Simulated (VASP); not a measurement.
# LaAg2Ge2 (I4/mmm) in VASP: single point with LDA

Aim: the single point of LaAg2Ge2 with LDA.

Everything below comes from runs of VASP 6.6.1. Logs are shortened: lines on timing, memory, paths and dates and some standing lists are left out, and cuts for length are marked.

**1. The cell of the first run**

Symmetry: I4/mmm, No. 139, tetragonal system. The conventional cell has a = 4.285 Å, b = 4.285 Å, c = 10.685 Å, α = 90.00°, β = 90.00°, γ = 90.00°. Within 4.3 Å of La (site symmetry 4/mmm) lie 10 Ge at 3.26 to 4.13 Å and 8 Ag at 3.42 Å and 4 La at 4.29 Å. Ag (site symmetry -4m2) has 4 Ge at 2.59 Å and 4 Ag at 3.03 Å and 4 La at 3.42 Å within 3.5 Å. Ge (site symmetry 4mm) has 1 Ge at 2.43 Å and 4 Ag at 2.59 Å and 4 La at 3.26 Å within 3.3 Å.

**2. Single point, LDA**

Input file INCAR:

```
PREC = Accurate
ENCUT = 520
EDIFF = 1E-7
ISMEAR = 0
SIGMA = 0.1
LREAL = False
LASPH = True
NELM = 100
ALGO = Normal
ISIF = 2
LWAVE = False
LCHARG = False
GGA = CA
NBANDS = 38
```

Input file KPOINTS:

```
Automatic mesh
0
Gamma
  12 12 12
```

Input file POSCAR:

```
LaAg2Ge2
1.0
   -2.1427103054      2.1427103054      5.3424925542
    2.1427103054     -2.1427103054      5.3424925542
    2.1427103054      2.1427103054     -5.3424925542
La Ag Ge
1 2 2
Direct
    0.0000000000      0.0000000000      0.0000000000
    0.7500000000      0.2500000000      0.5000000000
    0.2500000000      0.7500000000      0.5000000000
    0.3864158943      0.3864158943      0.0000000000
    0.6135841057      0.6135841057      0.0000000000
```

Potentials or basis: VASP PAW LDA potentials, release 64 (La, Ag, Ge_d).

Launch:

```bash
$ cat potpaw_LDA.64/La/POTCAR potpaw_LDA.64/Ag/POTCAR potpaw_LDA.64/Ge_d/POTCAR > POTCAR
$ mpirun -np 1 vasp_std > vasp.out
```

OUTCAR:

```text
PREC = Accurate
   ENCUT = 520
   EDIFF = 1E-7
   ISMEAR = 0
   LREAL = False
   LASPH = True
   NELM = 100
   ISIF = 2
   GGA = CA

 ion  position               nearest neighbor table
   1  0.000  0.000  0.000-   5 3.26   5 3.26   5 3.26   4 3.26   5 3.26   4 3.26   4 3.26   4 3.26
                             2 3.42   3 3.42   2 3.42   3 3.42   2 3.42   2 3.42   3 3.42   3 3.42
   2  0.750  0.250  0.500-   5 2.59   4 2.59   4 2.59   5 2.59   3 3.03   3 3.03   3 3.03   3 3.03
                             1 3.42   1 3.42   1 3.42   1 3.42
   3  0.250  0.750  0.500-   5 2.59   4 2.59   4 2.59   5 2.59   2 3.03   2 3.03   2 3.03   2 3.03
                             1 3.42   1 3.42   1 3.42   1 3.42
   4  0.386  0.386  0.000-   5 2.43   3 2.59   2 2.59   3 2.59   2 2.59   1 3.26   1 3.26   1 3.26
                             1 3.26
   5  0.614  0.614  0.000-   4 2.43   2 2.59   3 2.59   2 2.59   3 2.59   1 3.26   1 3.26   1 3.26
                             1 3.26

  LATTYP: Found a body centered tetragonal cell.
 ALAT       =     4.2854206108
 C/A-ratio  =     2.4933340455

  Lattice vectors:

 A1 = (  -2.1427103054,   2.1427103054,   5.3424925542)
 A2 = (   2.1427103054,  -2.1427103054,   5.3424925542)
 A3 = (   2.1427103054,   2.1427103054,  -5.3424925542)

Analysis of symmetry for initial positions (statically):
=====================================================================
 Subroutine PRICEL returns:
 Original cell was already a primitive cell.

 Routine SETGRP: Setting up the symmetry group for a
 body centered tetragonal supercell.

 Subroutine GETGRP returns: Found 16 space group operations
 (whereof 16 operations were pure point group operations)
 out of a pool of 16 trial point group operations.

The static configuration has the point symmetry D_4h.

Analysis of symmetry for dynamics (positions and initial velocities):
=====================================================================
 Subroutine PRICEL returns:
 Original cell was already a primitive cell.

 Routine SETGRP: Setting up the symmetry group for a
 body centered tetragonal supercell.

 Subroutine GETGRP returns: Found 16 space group operations
 (whereof 16 operations were pure point group operations)
 out of a pool of 16 trial point group operations.

The dynamic configuration has the point symmetry D_4h.

 Subroutine INISYM returns: Found 16 space group operations
 (whereof 16 operations are pure point group operations),
 and found     1 'primitive' translations

----------------------------------------------------------------------------------------

[... 103 lines left out ...]
   NFREE  =      0    steps in history (QN), initial steepest desc. (CG)
   ISIF   =      2    stress and relaxation
   ISYM   =      2    0-nonsym 1-usesym 2-fastsym
   POTIM  = 0.5000    time-step for ionic-motion
   TEBEG  =    0.0;   TEEND  =   0.0 temperature during run
   PSTRESS=    0.0 pullay stress
   NELECT =      61.0000    total number of electrons
   NUPDOWN=      -1.0000    fix difference up-down
   EMIN   =  10.00;   EMAX   =-10.00  energy-range for DOS
   EFERMI =   0.00;   METHOD = LEGACY
   ISMEAR =     0;   SIGMA  =   0.10  broadening in eV -4-tet -1-fermi 0-gaus
   EFERMI_NEDOS =   21; number of points for ismear=-14 and -15
   IALGO  =     38    algorithm
   IMIX   =      4    mixing-type and parameters
     AMIX     =   0.40;   BMIX     =  1.00
     AMIX_MAG =   1.60;   BMIX_MAG =  1.00
  volume/ion in A,a.u.               =      19.62       132.42
  Fermi-wavevector in a.u.,A,eV,Ry     =   1.397251  2.640422 26.562803  1.952311
  Thomas-Fermi vector in A             =   2.520526
   LORBIT       =      0    0 simple, 1 ext, 2 COOP (PROOUT), +10 PAW based schemes
   GGA     = CA    functional components
   LHFCALC =     F    Hartree Fock is set to
   AEXX    =    0.0000 exact exchange contribution
   IVDW    =     0    specifies the selected vdW correction
   LEPSILON=     F    determine dielectric tensor
   LRPA    =     F    only Hartree local field effects (RPA)
 non-spin polarized calculation
 Gauss-broadening in eV      SIGMA  =   0.10
  energy-cutoff  :      520.00
  volume of cell :       98.11
 maximum number of plane-waves:      2666
 NGX is ok and might be reduce to    48
   NGX = 23   NGY = 23   NGZ = 23

 number of electron      61.0000002 magnetization

 Free energy of the ion-electron system (eV)
  ---------------------------------------------------
  ext. energy  EPLUGINS =         0.00000000
  ---------------------------------------------------
  free energy    TOTEN  =       -26.17392902 eV

  energy without entropy =      -26.16810992  energy(sigma->0) =      -26.17101947

 E-fermi :   8.6352     XC(G=0): -11.7769

 val. band max:        8.6259791327   @ k =  -0.1667   0.5000   0.1667
 cond. band min:       8.6454055602   @ k =  -0.3333   0.4167   0.3333
 fundamental gap:      0.0194264275
 Fermi energy:         8.6351765812

 k-point     1 :       0.0000    0.0000    0.0000
  band No.  band energies     occupation
      1     -23.8845      2.00000
      2     -16.0337      2.00000
      3     -15.9370      2.00000
      4     -15.9370      2.00000
      5     -15.8468      2.00000
      6     -15.8429      2.00000
[... 973 lines left out ...]
     37      10.6459      0.00000
     38      10.6501      0.00000

 [... further k-points ...]

------------------------ aborting loop because EDIFF is reached ----------------------------------------

  FORCE on cell =-STRESS in cart. coord.  units (eV):
  Direction    XX          YY          ZZ          XY          YZ          ZX
  --------------------------------------------------------------------------------------
  -------------------------------------------------------------------------------------
  Total        0.0884949      0.0884949      0.1269576      0.0000000      0.0000000      0.0000000
  in kB        1.4451006      1.4451006      2.0731871      0.0000000      0.0000000      0.0000000
  external PRESSURE =       1.6544628 kB  Pullay stress =       0.0000000 kB

 VOLUME and BASIS-vectors are now :
 -----------------------------------------------------------------------------
  energy-cutoff  :      520.00
  volume of cell :       98.11
      direct lattice vectors                 reciprocal lattice vectors
    -2.142710305  2.142710305  5.342492554     0.000000000  0.233349323  0.093589274
     2.142710305 -2.142710305  5.342492554     0.233349323  0.000000000  0.093589274
     2.142710305  2.142710305 -5.342492554     0.233349323  0.233349323  0.000000000

 POSITION                                       TOTAL-FORCE (eV/Angst)
 -----------------------------------------------------------------------------------
      0.00000      0.00000      0.00000         0.000000      0.000000     -0.000000
     -0.00000      2.14271      2.67125         0.000000      0.000000     -0.000000
      2.14271     -0.00000      2.67125         0.000000      0.000000     -0.000000
      0.00000      0.00000      4.12885         0.000000      0.000000      0.018696
      0.00000      0.00000      6.55614        -0.000000     -0.000000     -0.018696
 -----------------------------------------------------------------------------------
    total drift:                               -0.000000     -0.000000      0.000000

  FREE ENERGIE OF THE ION-ELECTRON SYSTEM (eV)
  ---------------------------------------------------
  free  energy   TOTEN  =       -26.1739290180 eV

  energy  without entropy=      -26.1681099159  energy(sigma->0) =      -26.17101947
```

OSZICAR:

```text
N       E                     dE             d eps       ncg     rms          rms(c)
DAV:   1     0.610876229056E+03    0.61088E+03   -0.26522E+04 14896   0.349E+03
DAV:   2     0.102354138877E+03   -0.50852E+03   -0.47195E+03 12650   0.779E+02
DAV:   3    -0.148185251806E+02   -0.11717E+03   -0.10814E+03 13120   0.225E+02
DAV:   4    -0.280055239431E+02   -0.13187E+02   -0.12398E+02 20022   0.742E+01
DAV:   5    -0.286728073220E+02   -0.66728E+00   -0.66278E+00 20810   0.168E+01    0.116E+01
DAV:   6    -0.264182807370E+02    0.22545E+01   -0.26879E+01 19120   0.324E+01    0.103E+01
DAV:   7    -0.262446509584E+02    0.17363E+00   -0.32484E+00 19636   0.123E+01    0.463E+00
DAV:   8    -0.261963743479E+02    0.48277E-01   -0.71897E-01 19714   0.526E+00    0.104E+00
DAV:   9    -0.261755938918E+02    0.20780E-01   -0.10071E-01 19538   0.221E+00    0.341E-01
DAV:  10    -0.261739587587E+02    0.16351E-02   -0.13744E-02 21236   0.777E-01    0.140E-01
DAV:  11    -0.261739424646E+02    0.16294E-04   -0.11730E-03 20242   0.273E-01    0.645E-02
DAV:  12    -0.261739289400E+02    0.13525E-04   -0.13581E-04 18782   0.856E-02    0.123E-02
DAV:  13    -0.261739291923E+02   -0.25231E-06   -0.24568E-05 21010   0.345E-02    0.557E-03
DAV:  14    -0.261739290545E+02    0.13778E-06   -0.20412E-06 19072   0.992E-03    0.202E-03
DAV:  15    -0.261739290180E+02    0.36463E-07   -0.15510E-07 12622   0.340E-03
   1 F= -.26173929E+02 E0= -.26171019E+02  d E =-.581910E-02
```

stdout:

```text
POSCAR found type information on POSCAR LaAgGe
 POSCAR found :  3 types and       5 ions
 scaLAPACK will be used
 LDA part: xc-table for (Slater(with rela. corr.)+CA(PZ))
 , standard interpolation
 POSCAR, INCAR and KPOINTS ok, starting setup
 FFT: planning ... GRIDC
 FFT: planning ... GRID_SOFT
 FFT: planning ... GRID
 WAVECAR not read
 entering main loop
```

It took 14 min on 1 thread of Intel Xeon Platinum 8559C (Emerald Rapids), shared host; peak memory 0.73 GiB.

What came out:

| Quantity | Value |
| --- | --- |
| Free energy | -26.1739 eV |
| Pressure | 0.2 GPa |
| Largest force | 0.019 eV/Å |
| Band gap on the k mesh | zero (an odd number of electrons rules out a gap without spin polarisation) |

Forces in eV/Å, atoms in the order of the input:
```
La   0.000  0.000  0.000
Ag   0.000  0.000  0.000
Ag   0.000  0.000  0.000
Ge   0.000  0.000  0.019
Ge   0.000  0.000 -0.019
```

Levels at points of the mesh, in eV from the Fermi level:
```tsv
k point	band 28	band 29	band 30	band 31	band 32	band 33	band 34	band 35
(0.00, 0.00, 0.00)	-1.57	-1.57	-0.67	0.31	0.31	1.49	1.91	1.95
(0.50, 0.00, 0.00)	-3.28	-1.42	0.06	0.40	1.03	1.71	1.93	1.96
(0.50, 0.50, 0.00)	-2.48	-2.40	-2.07	-1.80	1.36	1.63	1.80	1.93
(0.50, 0.50, 0.50)	-1.46	-0.78	-0.31	0.93	1.59	1.72	1.72	1.89
```

Caveat: spin-orbit coupling is left out, which moves the levels of the heavy elements.
